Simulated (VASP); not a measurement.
Input of a VASP 6.6.1 run:

File INCAR:

```
SYSTEM = InSb
ALGO = Normal
EDIFF = 1E-7
EDIFFG = -0.005
ENCUT = 600
GGA = PE
IBRION = 2
ISIF = 3
ISMEAR = 0
LASPH = .True.
LCHARG = .False.
LREAL = .False.
LWAVE = .False.
NELM = 80
NSW = 100
PREC = Accurate
SIGMA = 0.1
```

KPOINTS

```
k-points
0
Gamma
  12 12 12
  0 0 0
```

File POSCAR:

```
InSb
1.0
    0.0000000000      3.3166107078      3.3166107078
    3.3166107078      0.0000000000      3.3166107078
    3.3166107078      3.3166107078      0.0000000000
In Sb
1 1
Direct
    0.0000000000      0.0000000000      0.0000000000
    0.2500000000      0.2500000000      0.2500000000
```

Potentials or basis: VASP PAW PBE potentials, release 64 (In_d, Sb).

Command:

```sh
$ cat potpaw_PBE.64/In_d/POTCAR potpaw_PBE.64/Sb/POTCAR > POTCAR
$ mpirun -np 1 vasp_std > vasp.out
```

**Question.** Estimate the relaxed volume.

**Answer.** 36.52 Å³/atom.

**Question.** What does it give for the band gap on the k mesh?

**Answer.** Zero (filled and empty bands touch).

**Question.** What does it give for the space group after relaxing (to 0.05 Å)?

**Answer.** F-43m (No. 216).

Final structure:
```
In Sb
1.0
     0.00000    3.31761    3.31761
     3.31761    0.00000    3.31761
     3.31761    3.31761    0.00000
In Sb
1 1
Direct
  0.00000 0.00000 0.00000
  0.25000 0.25000 0.25000
```

Caveat: spin-orbit coupling is left out, which moves the levels of the heavy elements.
